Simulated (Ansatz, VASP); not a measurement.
Sb: VASP beside Ansatz

POSCAR

```
Sb
1.0
    3.3545324186      0.0000000000      0.0000000000
   -1.6772662093      2.9051102923      0.0000000000
    0.0000000000      0.0000000000      5.4701606500
Sb
2
Direct
    0.6666666667      0.3333333333      0.7500000000
    0.3333333333      0.6666666667      0.2500000000
```

INCAR.step1

```
SYSTEM = Sb
PREC = Accurate
ENCUT = 520
ISMEAR = -1
SIGMA = 0.05
LREAL = .FALSE.
LASPH = .TRUE.
NELM = 150
MAGMOM = 0 0 0 0 0 0
LSORBIT = .TRUE.
GGA_COMPAT = .FALSE.
NBANDS = 22
GGA = PE
ALGO = Normal
EDIFF = 1E-4
LWAVE = .TRUE.
LCHARG = .FALSE.
```

File INCAR.step2:

```
SYSTEM = Sb
PREC = Accurate
ENCUT = 520
EDIFF = 1E-6
ISMEAR = -1
SIGMA = 0.05
LREAL = .FALSE.
LASPH = .TRUE.
NELM = 150
ALGO = Normal
ISIF = 2
LWAVE = .FALSE.
LCHARG = .FALSE.
MAGMOM = 0 0 0 0 0 0
LORBIT = 11
LSORBIT = .TRUE.
GGA_COMPAT = .FALSE.
LORBMOM = .TRUE.
METAGGA = R2SCAN
LMIXTAU = .TRUE.
NBANDS = 22
ISTART = 1
```

Contents of KPOINTS:

```
regular mesh
0
G
  7 7 4
  0 0 0
```

The input input.yaml:

```yaml
crystal:
  lattice:
    - [3.3545324186, 0.0, 0.0]
    - [-1.6772662093, 2.9051102923, 0.0]
    - [0.0, 0.0, 5.47016065]
  atoms:
    - { symbol: Sb, position: [0.6666666667, 0.3333333333, 0.75] }
    - { symbol: Sb, position: [0.3333333333, 0.6666666667, 0.25] }
hamiltonian:
  xc: r2scan
  pseudopotentials: { kind: paw_fr }
magnetization:
  noncollinear: true
  spin_orbit: true
kpoints:
  mp_grid: { grid: [7, 7, 4] }
  band_path:
    path:
      - [[0.0, 0.0, 0.0], [0.5, 0.0, 0.0], [0.3333333333, 0.3333333333, 0.0], [0.0, 0.0, 0.0], [0.0, 0.0, 0.5], [0.5, 0.0, 0.5], [0.3333333333, 0.3333333333, 0.5], [0.0, 0.0, 0.5]]
      - [[0.5, 0.0, 0.5], [0.5, 0.0, 0.0]]
      - [[0.3333333333, 0.3333333333, 0.0], [0.3333333333, 0.3333333333, 0.5]]
    npoints: 14
scf:
  occupations: { method: fermi_dirac, width: 0.05 }
  n_extra_bands: 6
output:
  forces: true
  stress: true
  eigenvalues: true
  fatbands: true
```

Alike in both runs: functional r2SCAN; k mesh 7 × 7 × 4; occupations fermi-dirac, width 0.05 eV; non-collinear spin, spin-orbit coupling.

```csv
,VASP,Ansatz
version,VASP 6.6.1,Ansatz 0.2.0
potentials or method,"VASP PAW PBE potentials, release 64 (Sb)",Ansatz PAW
plane-wave cutoff (eV),520,500
valence electrons in the cell,10,30
task,single point,band structure
```

|  | VASP | Ansatz | Ansatz less VASP |
| --- | --- | --- | --- |
| pressure (GPa) | 1.1 | 1.2 | +0.09 |
| traceless stress, the component that is largest in VASP (GPa) | -0.82 | -0.83 | -0.003 |
| net moment per atom (μB) | 0.00 | 0.00 | 0.000 |

VASP's potentials were made for PBE, not for r2SCAN. The functional is the same, so the differences come from potentials, cutoffs and numerics. VASP's potentials hold 10 valence electrons a cell and Ansatz's 30, so a difference there can come from the potentials and not from the codes.
